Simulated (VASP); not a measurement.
Set up this calculation in VASP 6.6.1, as the native input.

* Task: single point
* Functional: PBE
* Potentials or basis: VASP PAW PBE potentials, release 64 (Cr_pv)
* Cutoff: 520 eV
* k mesh: 12 × 12 × 12
* Occupations: fermi-dirac, width 0.1 eV
* Spin: no spin polarisation
* Dipole correction: no
* Further INCAR settings: ALGO = Normal; EDIFF = 1e-06; NBANDS = 19

The structure of Cr lies in POSCAR:

```
Cr
1.0
    0.0000000000      2.6480766639      2.6480766639
    2.6480766639      0.0000000000      2.6480766639
    2.6480766639      2.6480766639      0.0000000000
Cr
2
Direct
    0.1250000000      0.1250000000      0.1250000000
    0.8750000000      0.8750000000      0.8750000000
```

This cell differs from its parent crystal: volume scaled by 1.12.

One way to write it, as run:

INCAR

```
PREC = Accurate
ENCUT = 520
EDIFF = 1E-6
ISMEAR = -1
SIGMA = 0.1
LREAL = False
LASPH = True
NELM = 60
ALGO = Normal
ISIF = 2
LWAVE = False
LCHARG = False
GGA = PE
NBANDS = 19
```

KPOINTS

```
Automatic mesh
0
Gamma
  12 12 12
```

Potentials or basis: VASP PAW PBE potentials, release 64 (Cr_pv).

Command:

```sh
$ cat potpaw_PBE.64/Cr_pv/POTCAR > POTCAR
$ mpirun -np 1 vasp_std > vasp.out
```

It gave:

The pressure is -9.2 GPa. The band gap on the k mesh is zero (band 12 reaches 5.35 eV, above the bottom of band 13 at 4.90 eV).

Caveat: the run has no spin polarisation, though such a crystal can be magnetic.

Wall time 32 s on 1 thread of Intel(R) Xeon(R) Platinum 8259CL CPU @ 2.50GHz (Skylake/Cascade Lake), with other jobs on the host, peak memory 0.17 GiB.
